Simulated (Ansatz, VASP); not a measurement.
# Au in VASP and in Ansatz

```
CELL_PARAMETERS angstrom
0.00000 2.08252 2.08252
2.08252 0.00000 2.08252
2.08252 2.08252 0.00000
ATOMIC_POSITIONS crystal
Au 0.00000 0.00000 0.00000
```

Alike in both runs: task relaxation of cell and atoms; functional PBE; k mesh 18 × 18 × 18; occupations gaussian, width 0.1 eV; no spin polarisation.

```csv
,VASP,Ansatz
version,VASP 6.6.1,Ansatz 0.2.0
potentials or method,"VASP PAW PBE potentials, release 64 (Au)","scalar-relativistic, plane waves, norm-conserving pseudopotentials"
plane-wave cutoff (eV),500,1034
valence electrons in the cell,11,19
```

|  | VASP | Ansatz | Ansatz less VASP |
| --- | --- | --- | --- |
| gap on the k mesh at the Fermi level, each at its own relaxed structure (eV) | none | none | - |
| relaxed volume (Å³/atom) | 17.94 | 17.98 | +0.040 |
| relaxed cell length with the largest relative difference (Å) | 2.938 | 2.941 | +0.0022 |

A gap of «none» marks a metal or a gap that the smearing closes. VASP's potentials hold 11 valence electrons a cell and Ansatz's 19, so a difference there can come from the potentials and not from the codes.

Neither program's run includes spin-orbit coupling.
